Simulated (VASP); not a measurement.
Here is a VASP 6.6.1 calculation.

Contents of INCAR:

```
  PREC = Accurate
  ENCUT = 520
  EDIFF = 1E-6
  ISMEAR = -1
  SIGMA = 0.08
  LREAL = False
  LASPH = True
  NELM = 150
  ALGO = Normal
  ISIF = 2
  LWAVE = False
  LCHARG = False
  LMAXMIX = 4
  LDAU = True
  LDAUTYPE = 2
  LDAUL = 2 -1
  LDAUU = 6 0
  LDAUJ = 0 0
  LDAUPRINT = 1
  GGA = PE
  NBANDS = 16
```

Contents of KPOINTS:

```
Automatic mesh
0
Gamma
  15 15 15
```

Contents of POSCAR:

```
WC
1.0
    2.6714090801      0.0000000000      0.0000000000
    0.0000000000      2.6714090801      0.0000000000
    0.0000000000      0.0000000000      2.6714090801
W C
1 1
Direct
    0.0000000000      0.0000000000      0.0000000000
    0.5000000000      0.5000000000      0.5000000000
```

Potentials or basis: VASP PAW PBE potentials, release 64 (W_sv, C).

The run is started by

```sh
$ cat potpaw_PBE.64/W_sv/POTCAR potpaw_PBE.64/C/POTCAR > POTCAR
$ mpirun -np 1 vasp_std > vasp.out
```

(1) Estimate the band gap on the k mesh.

(2) Estimate the pressure.

Results:

(1) zero (band 9 reaches 18.91 eV, above the bottom of band 10 at 12.27 eV).

(2) 42.3 GPa.

Caveat: spin-orbit coupling is left out, which moves the levels of the heavy elements; U without spin polarisation on a metal has little footing; the U is typed as a test and isn't derived for this compound.
